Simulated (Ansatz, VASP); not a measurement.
One calculation of Y, two programs

```xyz
4
Lattice="3.6402 0.0000 0.0000 -1.8201 3.1525 0.0000 0.0000 0.0000 11.6294" Properties=species:S:1:pos:R:3 pbc="T T T"
Y     0.0000    0.0000   11.6294
Y    -1.8201    3.1525    5.8147
Y     0.0000    2.1017    2.9074
Y     1.8201    1.0508    8.7221
```

Alike in both runs: task single point; functional r2SCAN; k mesh 11 × 11 × 3; occupations fermi-dirac, width 0.1 eV; no spin polarisation.

```csv
,VASP,Ansatz
version,VASP 6.6.1,Ansatz 0.2.0
potentials or method,"VASP PAW PBE potentials, release 64 (Y_sv), cutoff 520 eV","plane waves (500 eV) with PAW, scalar-relativistic"
valence electrons in the cell,44,44
```

Ansatz gave:

```
pressure (GPa) : 0.0
```

**Question.** Estimate VASP's values.

**Answer.** Pressure (GPa): 0.1.

VASP's potentials were made for PBE, not for r2SCAN.
